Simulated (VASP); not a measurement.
Input of a VASP 6.6.1 run:

File POSCAR:

```
Sc
1.0
    0.0000000000      2.3200000000      2.3200000000
    2.3200000000      0.0000000000      2.3200000000
    2.3200000000      2.3200000000      0.0000000000
Sc
1
Direct
    0.0000000000      0.0000000000      0.0000000000
```

INCAR.step1

```
SYSTEM = Sc
  PREC = Accurate
  ENCUT = 550
  ISMEAR = 0
  SIGMA = 0.1
  LREAL = .False.
  LASPH = .True.
  NELM = 120
  GGA = PE
  ALGO = Normal
  EDIFF = 1E-5
  LWAVE = .True.
  LCHARG = .False.
  GGA_COMPAT = .False.
  IBRION = 2
  ISIF = 3
  EDIFFG = -0.005
  NELMIN = 4
  NSW = 100
```

File INCAR.step2:

```
SYSTEM = Sc
  PREC = Accurate
  ENCUT = 550
  EDIFF = 1E-7
  ISMEAR = 0
  SIGMA = 0.1
  LREAL = .False.
  LASPH = .True.
  NELM = 120
  ALGO = Normal
  ISIF = 8
  LWAVE = .False.
  LCHARG = .False.
  METAGGA = R2SCAN
  LMIXTAU = .True.
  IBRION = 2
  NSW = 80
  EDIFFG = -0.02
  ISTART = 1
  GGA_COMPAT = .False.
  NELMIN = 4
```

The input KPOINTS:

```
regular mesh
0
Gamma
  10 10 10
  0 0 0
```

Potentials or basis: VASP PAW PBE potentials, release 64 (Sc_sv).

Command:

```bash
$ cat potpaw_PBE.64/Sc_sv/POTCAR > POTCAR
$ cp INCAR.step1 INCAR
$ mpirun -np 1 vasp_std > vasp.out
$ cp INCAR.step2 INCAR
$ mpirun -np 1 vasp_std > vasp.out
```

Question: Estimate the space group after relaxing (to 0.1 Å).

Answer: Fm-3m (No. 225).

Question: Predict the band gap on the k mesh.

Answer: Zero (an odd number of electrons rules out a gap without spin polarisation).

Final structure:
```xyz
1
Lattice="0.0000 2.3288 2.3288 2.3288 0.0000 2.3288 2.3288 2.3288 0.0000" Properties=species:S:1:pos:R:3 pbc="T T T"
Sc    0.0000    0.0000    0.0000
```
